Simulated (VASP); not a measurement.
# InAs2 (P6_3/mmc) in VASP: a series of runs

Runs on InAs2. Level: PBE. Tasks: single point.

All numbers are computed with VASP 6.6.1; they aren't measurements. Logs are shortened: lines on timing, memory, paths and dates and some standing lists are left out, and cuts for length are marked.

## 1. The cell of the first run

Symmetry: P6_3/mmc, No. 194, hexagonal system. Conventional cell: a = 4.800 Å, b = 4.800 Å, c = 7.593 Å, α = 90.00°, β = 90.00°, γ = 120.00°. Within 4.2 Å of In (site symmetry -6m2) lie 12 As at 3.17 to 3.57 Å and 2 In at 3.80 Å. As (site symmetry 3m) has 4 As at 2.86 to 3.10 Å and 6 In at 3.17 to 3.57 Å within 3.8 Å.

## 2. Single point, PBE

INCAR reads:

```
SYSTEM = InAs2
PREC = Accurate ; ENCUT = 520
EDIFF = 1E-6 ; ISMEAR = 0
SIGMA = 0.1 ; LREAL = .FALSE.
LASPH = .TRUE. ; NELM = 60
ALGO = Normal ; ISIF = 2
LWAVE = .FALSE. ; LCHARG = .FALSE.
GGA = PE ; NBANDS = 32
```

KPOINTS reads:

```
regular mesh
0
G
  6 6 2
  0 0 0
```

POSCAR reads:

```
InAs2
1.0
    4.8002017200      0.0000000000      0.0000000000
   -2.4001008600      4.1570966300      0.0000000000
    0.0000000000      0.0000000000      7.5925200700
In As
2 4
Direct
    0.0000000000      0.0000000000      0.2500000000
    0.0000000000      0.0000000000      0.7500000000
    0.3333333300      0.6666666700      0.4540000000
    0.6666666700      0.3333333300      0.9540000000
    0.3333333300      0.6666666700      0.0460000000
    0.6666666700      0.3333333300      0.5460000000
```

Potentials or basis: VASP PAW PBE potentials, release 64 (In_d, As).

Command:

```
cat potpaw_PBE.64/In_d/POTCAR potpaw_PBE.64/As/POTCAR > POTCAR
mpirun -np 1 vasp_std > vasp.out
```

OUTCAR:

```text
SYSTEM = InAs2
   PREC = Accurate
   ENCUT = 520
   EDIFF = 1E-6
   ISMEAR = 0
   LREAL = .FALSE.
   LASPH = .TRUE.
   NELM = 60
   ISIF = 2
   GGA = PE

 ion  position               nearest neighbor table
   1  0.000  0.000  0.250-   3 3.17   5 3.17   3 3.17   5 3.17   3 3.17   5 3.17   2 3.80   2 3.80

   2  0.000  0.000  0.750-   4 3.17   6 3.17   4 3.17   6 3.17   4 3.17   6 3.17   1 3.80   1 3.80

   3  0.333  0.667  0.454-   6 2.86   6 2.86   6 2.86   1 3.17   1 3.17   1 3.17
   4  0.667  0.333  0.954-   5 2.86   5 2.86   5 2.86   2 3.17   2 3.17   2 3.17
   5  0.333  0.667  0.046-   4 2.86   4 2.86   4 2.86   1 3.17   1 3.17   1 3.17
   6  0.667  0.333  0.546-   3 2.86   3 2.86   3 2.86   2 3.17   2 3.17   2 3.17

  LATTYP: Found a hexagonal cell.
 ALAT       =     4.8002017200
 C/A-ratio  =     1.5817085433

  Lattice vectors:

 A1 = (   4.8002017200,   0.0000000000,   0.0000000000)
 A2 = (  -2.4001008600,   4.1570966300,   0.0000000000)
 A3 = (   0.0000000000,   0.0000000000,   7.5925200700)

Analysis of symmetry for initial positions (statically):
=====================================================================
 Subroutine PRICEL returns:
 Original cell was already a primitive cell.

 Routine SETGRP: Setting up the symmetry group for a
 hexagonal supercell.

 Subroutine GETGRP returns: Found 24 space group operations
 (whereof 12 operations were pure point group operations)
 out of a pool of 24 trial point group operations.

The static configuration has the point symmetry D_3d.
 The point group associated with its full space group is D_6h.

Analysis of symmetry for dynamics (positions and initial velocities):
=====================================================================
 Subroutine PRICEL returns:
 Original cell was already a primitive cell.

 Routine SETGRP: Setting up the symmetry group for a
 hexagonal supercell.

 Subroutine GETGRP returns: Found 24 space group operations
 (whereof 12 operations were pure point group operations)
 out of a pool of 24 trial point group operations.

The dynamic configuration has the point symmetry D_3d.
 The point group associated with its full space group is D_6h.

 Subroutine INISYM returns: Found 24 space group operations
 (whereof 12 operations are pure point group operations),
 and found     1 'primitive' translations

----------------------------------------------------------------------------------------

                                     Primitive cell

  volume of cell :     151.5080

  direct lattice vectors                    reciprocal lattice vectors
     4.800201720  0.000000000  0.000000000     0.208324578  0.120276252  0.000000000
    -2.400100860  4.157096630  0.000000000     0.000000000  0.240552503  0.000000000
     0.000000000  0.000000000  7.592520070     0.000000000  0.000000000  0.131708575

  length of vectors
     4.800201720  4.800201718  7.592520070     0.240552503  0.240552503  0.131708575

  position of ions in fractional coordinates (direct lattice)
     0.000000000  0.000000000  0.250000000
     0.000000000  0.000000000  0.750000000
     0.333333330  0.666666670  0.454000000
     0.666666670  0.333333330  0.954000000
     0.333333330  0.666666670  0.046000000
     0.666666670  0.333333330  0.546000000

  ion indices of the primitive-cell ions
   primitive index   ion index
                 1           1
                 2           2
                 3           3
                 4           4
                 5           5
                 6           6

----------------------------------------------------------------------------------------

 KPOINTS: regular mesh

Automatic generation of k-mesh.
 Grid dimensions read from file:
 generate k-points for:    6    6    2

 Generating k-lattice:

  Cartesian coordinates                     Fractional coordinates (reciprocal lattice)
     0.034720763  0.020046042  0.000000000     0.166666667  0.000000000  0.000000000
     0.000000000  0.040092084  0.000000000     0.000000000  0.166666667  0.000000000
     0.000000000  0.000000000  0.065854288     0.000000000  0.000000000  0.500000000

  Length of vectors
     0.040092084  0.040092084  0.065854288

  Shift w.r.t. Gamma in fractional coordinates (k-lattice)
     0.000000000  0.000000000  0.000000000

 Subroutine IBZKPT returns following result:
 ===========================================

 Found     14 irreducible k-points:

 Following reciprocal coordinates:
            Coordinates               Weight
  0.000000  0.000000  0.000000      1.000000
  0.166667  0.000000  0.000000      6.000000
  0.333333  0.000000  0.000000      6.000000
  0.500000  0.000000  0.000000      3.000000
  0.166667  0.166667  0.000000      6.000000
  0.333333  0.166667  0.000000     12.000000
  0.333333  0.333333  0.000000      2.000000
  0.000000  0.000000  0.500000      1.000000
  0.166667  0.000000  0.500000      6.000000
  0.333333  0.000000  0.500000      6.000000
  0.500000  0.000000  0.500000      3.000000
  0.166667  0.166667  0.500000      6.000000
  0.333333  0.166667  0.500000     12.000000
  0.333333  0.333333  0.500000      2.000000
   k-points           NKPTS =     14   k-points in BZ     NKDIM =     14   number of bands    NBANDS=     32
   number of dos      NEDOS =    301   number of ions     NIONS =      6
   total plane-waves  NPLWV =  72576
   dimension x,y,z NGX =    36 NGY =   36 NGZ =   56
   dimension x,y,z NGXF=    72 NGYF=   72 NGZF=  112
   ions per type =               2   4
   NGX,Y,Z   is equivalent  to a cutoff of  12.47, 12.47, 12.26 a.u.
   NGXF,Y,Z  is equivalent  to a cutoff of  24.94, 24.94, 24.52 a.u.
 SYSTEM =  InAs2
   PREC   = accura    normal or accurate (medium, high low for compatibility)
   ISTART =      0    job   : 0-new  1-cont  2-samecut
   ICHARG =      2    charge: 1-file 2-atom 10-const
   ISPIN  =      1    spin polarized calculation?
   LNONCOLLINEAR =      F non collinear calculations
   LSORBIT =      F    spin-orbit coupling
   LASPH  =      T    aspherical Exc in radial PAW
   ENCUT  =  520.0 eV  38.22 Ry    6.18 a.u.   8.93  8.93 14.12*2*pi/ulx,y,z
   NELM   =     60;   NELMIN=  2; NELMDL= -5     # of ELM steps
   EDIFF  = 0.1E-05   stopping-criterion for ELM
   LREAL  =      F    real-space projection
   EDIFFG = 0.1E-04   stopping-criterion for IOM
   NSW    =      0    number of steps for IOM
   IBRION =     -1    ionic relax: 0-MD 1-quasi-New 2-CG
   NFREE  =      0    steps in history (QN), initial steepest desc. (CG)
   ISIF   =      2    stress and relaxation
   ISYM   =      2    0-nonsym 1-usesym 2-fastsym
   POTIM  = 0.5000    time-step for ionic-motion
   TEBEG  =    0.0;   TEEND  =   0.0 temperature during run
   PSTRESS=    0.0 pullay stress
   NELECT =      46.0000    total number of electrons
   NUPDOWN=      -1.0000    fix difference up-down
   EMIN   =  10.00;   EMAX   =-10.00  energy-range for DOS
   EFERMI =   0.00;   METHOD = LEGACY
   ISMEAR =     0;   SIGMA  =   0.10  broadening in eV -4-tet -1-fermi 0-gaus
   EFERMI_NEDOS =   21; number of points for ismear=-14 and -15
   IALGO  =     38    algorithm
   IMIX   =      4    mixing-type and parameters
     AMIX     =   0.40;   BMIX     =  1.00
     AMIX_MAG =   1.60;   BMIX_MAG =  1.00
  volume/ion in A,a.u.               =      25.25       170.40
  Fermi-wavevector in a.u.,A,eV,Ry     =   1.100311  2.079287 16.472370  1.210685
  Thomas-Fermi vector in A             =   2.236720
   LORBIT       =      0    0 simple, 1 ext, 2 COOP (PROOUT), +10 PAW based schemes
   GGA     = PE    functional components
   LHFCALC =     F    Hartree Fock is set to
   AEXX    =    0.0000 exact exchange contribution
   IVDW    =     0    specifies the selected vdW correction
   LEPSILON=     F    determine dielectric tensor
   LRPA    =     F    only Hartree local field effects (RPA)
 non-spin polarized calculation
 Gauss-broadening in eV      SIGMA  =   0.10
  energy-cutoff  :      520.00
  volume of cell :      151.51
 maximum number of plane-waves:      4110
 NGX is ok and might be reduce to    36
   NGX = 17   NGY = 17   NGZ = 29

 number of electron      45.9999980 magnetization

 Free energy of the ion-electron system (eV)
  ---------------------------------------------------
  ext. energy  EPLUGINS =         0.00000000
  ---------------------------------------------------
  free energy    TOTEN  =       -22.27000416 eV

  energy without entropy =      -22.24642883  energy(sigma->0) =      -22.25821650

 E-fermi :   5.1837     XC(G=0):  -9.7358

 val. band max:        5.1581703154   @ k =   0.3333   0.1667   0.0000
 cond. band min:       5.2333126314   @ k =   0.3333   0.0000   0.0000
 fundamental gap:      0.0751423160
 Fermi energy:         5.1836661198

 k-point     1 :       0.0000    0.0000    0.0000
  band No.  band energies     occupation
      1      -9.2430      2.00000
      2      -9.2188      2.00000
      3      -9.2188      2.00000
      4      -9.2063      2.00000
      5      -9.2063      2.00000
      6      -9.1956      2.00000
[... 24 lines left out ...]
     31       7.8924      0.00000
     32       9.5298      0.00000

 k-point     2 :       0.1667    0.0000    0.0000
  band No.  band energies     occupation
      1      -9.2412      2.00000
      2      -9.2359      2.00000
      3      -9.2204      2.00000
      4      -9.2127      2.00000
      5      -9.2015      2.00000
      6      -9.1996      2.00000
[... 24 lines left out ...]
     31       8.2794      0.00000
     32       9.8985      0.00000
[... 383 lines left out ...]
     31      10.0483      0.00000
     32      10.0483      0.00000

 k-point    14 :       0.3333    0.3333    0.5000
  band No.  band energies     occupation
      1      -9.2283      2.00000
      2      -9.2283      2.00000
      3      -9.2253      2.00000
      4      -9.2253      2.00000
      5      -9.2009      2.00000
      6      -9.2009      2.00000
[... 24 lines left out ...]
     31       9.9886      0.00000
     32       9.9886      0.00000

------------------------ aborting loop because EDIFF is reached ----------------------------------------

  FORCE on cell =-STRESS in cart. coord.  units (eV):
  Direction    XX          YY          ZZ          XY          YZ          ZX
  --------------------------------------------------------------------------------------
  -------------------------------------------------------------------------------------
  Total       -3.2718292     -3.2718292     -1.6510195     -0.0000000      0.0000000      0.0000000
  in kB      -34.5991677    -34.5991676    -17.4593162     -0.0000000      0.0000000      0.0000000
  external PRESSURE =     -28.8858838 kB  Pullay stress =       0.0000000 kB

 VOLUME and BASIS-vectors are now :
 -----------------------------------------------------------------------------
  energy-cutoff  :      520.00
  volume of cell :      151.51
      direct lattice vectors                 reciprocal lattice vectors
     4.800201720  0.000000000  0.000000000     0.208324578  0.120276252  0.000000000
    -2.400100860  4.157096630  0.000000000     0.000000000  0.240552503  0.000000000
     0.000000000  0.000000000  7.592520070     0.000000000  0.000000000  0.131708575

 POSITION                                       TOTAL-FORCE (eV/Angst)
 -----------------------------------------------------------------------------------
      0.00000      0.00000      1.89813         0.000000      0.000000     -0.000000
      0.00000      0.00000      5.69439         0.000000      0.000000     -0.000000
     -0.00000      2.77140      3.44700        -0.000000     -0.000000     -0.119493
      2.40010      1.38570      7.24326        -0.000000      0.000000     -0.119493
     -0.00000      2.77140      0.34926        -0.000000     -0.000000      0.119493
      2.40010      1.38570      4.14552         0.000000      0.000000      0.119493
 -----------------------------------------------------------------------------------
    total drift:                               -0.000000      0.000000      0.000000

  FREE ENERGIE OF THE ION-ELECTRON SYSTEM (eV)
  ---------------------------------------------------
  free  energy   TOTEN  =       -22.2700041640 eV

  energy  without entropy=      -22.2464288303  energy(sigma->0) =      -22.25821650
```

It took 27 s on 1 thread of Intel Xeon 6975P-C (Granite Rapids), shared host; peak memory 0.27 GiB.

What came out:

| Property | Result |
| --- | --- |
| Free energy | -22.2700 eV |
| Pressure | -2.9 GPa |
| Largest force | 0.119 eV/Å |
| Band gap on the k mesh | zero (band 23 reaches 5.63 eV, above the bottom of band 24 at 4.36 eV) |

Forces on the atoms (eV/Å):
```
In   0.000  0.000  0.000
In   0.000  0.000  0.000
As   0.000  0.000 -0.119
As   0.000  0.000 -0.119
As   0.000  0.000  0.119
As   0.000  0.000  0.119
```

Levels at points of the mesh, in eV from the Fermi level:
```csv
k point,band 20,band 21,band 22,band 23,band 24,band 25,band 26,band 27
"(0.00, 0.00, 0.00)",-2.52,-1.45,-1.36,-1.36,-0.83,0.71,0.75,0.75
"(0.50, 0.00, 0.00)",-3.12,-1.55,0.12,0.33,0.35,1.26,1.42,3.01
"(0.00, 0.00, 0.50)",-2.91,-1.04,-1.04,-0.57,-0.57,-0.57,-0.57,0.86
"(0.50, 0.00, 0.50)",-3.26,-1.22,-1.22,0.44,0.44,1.58,1.58,2.42
```

Caveat: the k points lie up to 0.41 Å⁻¹ apart; spin-orbit coupling is left out, which moves the levels of the heavy elements.

## 3. Single point, PBE

This run uses another cell than the first one, of 24.21 Å³/atom, 0.959 times its volume.

INCAR reads:

```
SYSTEM = InAs2
PREC = Accurate
ENCUT = 520
EDIFF = 1E-6
ISMEAR = 0
SIGMA = 0.1
LREAL = .FALSE.
LASPH = .TRUE.
NELM = 60
ALGO = Normal
ISIF = 2
LWAVE = .FALSE.
LCHARG = .TRUE.
GGA = PE
LELF = .TRUE.
LVHAR = .TRUE.
NBANDS = 32
```

KPOINTS reads:

```
regular mesh
0
G
  12 12 6
  0 0 0
```

POSCAR reads:

```
InAs2
1.0
    3.7233436699      0.0000000000      0.0000000000
   -1.8616718349      3.2245102051      0.0000000000
    0.0000000000      0.0000000000     12.1005495241
In As
2 4
Direct
    0.0000000000      0.0000000000      0.2500000000
    0.0000000000      0.0000000000      0.7500000000
    0.3333333333      0.6666666667      0.4409667972
    0.6666666667      0.3333333333      0.9409667972
    0.3333333333      0.6666666667      0.0590332028
    0.6666666667      0.3333333333      0.5590332028
```

Potentials or basis: VASP PAW PBE potentials, release 64 (In_d, As).

Command:

```
cat potpaw_PBE.64/In_d/POTCAR potpaw_PBE.64/As/POTCAR > POTCAR
mpirun -np 1 vasp_std > vasp.out
```

OUTCAR:

```text
SYSTEM = InAs2
   PREC = Accurate
   ENCUT = 520
   EDIFF = 1E-6
   ISMEAR = 0
   LREAL = .FALSE.
   LASPH = .TRUE.
   NELM = 60
   ISIF = 2
   GGA = PE

 ion  position               nearest neighbor table
   1  0.000  0.000  0.250-   3 3.16   5 3.16   3 3.16   5 3.16   3 3.16   5 3.16
   2  0.000  0.000  0.750-   4 3.16   6 3.16   4 3.16   6 3.16   4 3.16   6 3.16
   3  0.333  0.667  0.441-   6 2.58   6 2.58   6 2.58   1 3.16   1 3.16   1 3.16
   4  0.667  0.333  0.941-   5 2.58   5 2.58   5 2.58   2 3.16   2 3.16   2 3.16
   5  0.333  0.667  0.059-   4 2.58   4 2.58   4 2.58   1 3.16   1 3.16   1 3.16
   6  0.667  0.333  0.559-   3 2.58   3 2.58   3 2.58   2 3.16   2 3.16   2 3.16

  LATTYP: Found a hexagonal cell.
 ALAT       =     3.7233436699
 C/A-ratio  =     3.2499147532

  Lattice vectors:

 A1 = (   3.7233436699,   0.0000000000,   0.0000000000)
 A2 = (  -1.8616718349,   3.2245102051,   0.0000000000)
 A3 = (   0.0000000000,   0.0000000000,  12.1005495241)

Analysis of symmetry for initial positions (statically):
=====================================================================
 Subroutine PRICEL returns:
 Original cell was already a primitive cell.

[... 179 lines left out ...]

 E-fermi :   5.7290     XC(G=0):  -9.8677

 val. band max:        5.7221708449   @ k =   0.3333   0.0833   0.5000
 cond. band min:       5.7306301902   @ k =   0.4167   0.1667   0.0000
 fundamental gap:      0.0084593453
 Fermi energy:         5.7290088202

 k-point     1 :       0.0000    0.0000    0.0000
  band No.  band energies     occupation
      1      -8.9026      2.00000
      2      -8.8366      2.00000
      3      -8.8353      2.00000
      4      -8.8353      2.00000
      5      -8.8351      2.00000
      6      -8.8351      2.00000
[... 829 lines left out ...]
     31      10.5818      0.00000
     32      10.6972      0.00000

 [... further k-points ...]
[... 5 lines left out ...]
  --------------------------------------------------------------------------------------
  -------------------------------------------------------------------------------------
  Total        0.1119421      0.1119421      0.1588659      0.0000000      0.0000000      0.0000000
  in kB        1.2345313      1.2345313      1.7520215      0.0000000      0.0000000      0.0000000
  external PRESSURE =       1.4070280 kB  Pullay stress =       0.0000000 kB

 VOLUME and BASIS-vectors are now :
 -----------------------------------------------------------------------------
  energy-cutoff  :      520.00
  volume of cell :      145.28
      direct lattice vectors                 reciprocal lattice vectors
     3.723343670  0.000000000  0.000000000     0.268575799  0.155062310  0.000000000
    -1.861671835  3.224510205  0.000000000     0.000000000  0.310124619  0.000000000
     0.000000000  0.000000000 12.100549524     0.000000000  0.000000000  0.082640875

 POSITION                                       TOTAL-FORCE (eV/Angst)
 -----------------------------------------------------------------------------------
      0.00000      0.00000      3.02514         0.000000     -0.000000     -0.000000
      0.00000      0.00000      9.07541        -0.000000      0.000000     -0.000000
     -0.00000      2.14967      5.33594        -0.000000     -0.000000     -0.035979
      1.86167      1.07484     11.38622        -0.000000      0.000000     -0.035979
     -0.00000      2.14967      0.71433        -0.000000     -0.000000      0.035979
      1.86167      1.07484      6.76461        -0.000000      0.000000      0.035979
 -----------------------------------------------------------------------------------
    total drift:                               -0.000000      0.000000      0.000000

  FREE ENERGIE OF THE ION-ELECTRON SYSTEM (eV)
  ---------------------------------------------------
  free  energy   TOTEN  =       -23.4757954603 eV

  energy  without entropy=      -23.4624288907  energy(sigma->0) =      -23.46911218
```

stdout:

```text
POSCAR found type information on POSCAR InAs
 POSCAR found :  2 types and       6 ions
 scaLAPACK will be used
 LDA part: xc-table for (Slater+PW92), standard interpolation
 POSCAR, INCAR and KPOINTS ok, starting setup
 FFT: planning ... GRIDC
 FFT: planning ... GRID_SOFT
 FFT: planning ... GRID
 WAVECAR not read
 entering main loop
```

Run time: 9.3 min. Hardware: 1 thread of AMD EPYC 7R13, shared host; peak memory 0.42 GiB.

Results:

* Free energy: -23.4758 eV
* Pressure: 0.1 GPa
* Largest force: 0.036 eV/Å
* Band gap on the k mesh: zero (band 23 reaches 7.33 eV, above the bottom of band 24 at 4.41 eV)

Forces on the atoms (eV/Å):
```
In   0.000  0.000  0.000
In   0.000  0.000  0.000
As   0.000  0.000 -0.036
As   0.000  0.000 -0.036
As   0.000  0.000  0.036
As   0.000  0.000  0.036
```

Levels at points of the mesh, in eV from the Fermi level:
```tsv
k point	band 20	band 21	band 22	band 23	band 24	band 25	band 26	band 27
(0.00, 0.00, 0.00)	-1.23	-1.23	-0.09	1.36	1.63	1.63	1.69	1.89
(0.50, 0.00, 0.00)	-3.04	-2.89	-2.64	-0.24	0.08	0.41	0.89	1.39
(0.00, 0.00, 0.50)	-1.25	-1.18	-1.18	1.60	1.60	1.76	1.76	1.76
(0.50, 0.00, 0.50)	-2.97	-2.09	-2.09	-1.32	-1.32	1.75	1.75	1.86
```

Caveat: spin-orbit coupling is left out, which moves the levels of the heavy elements.
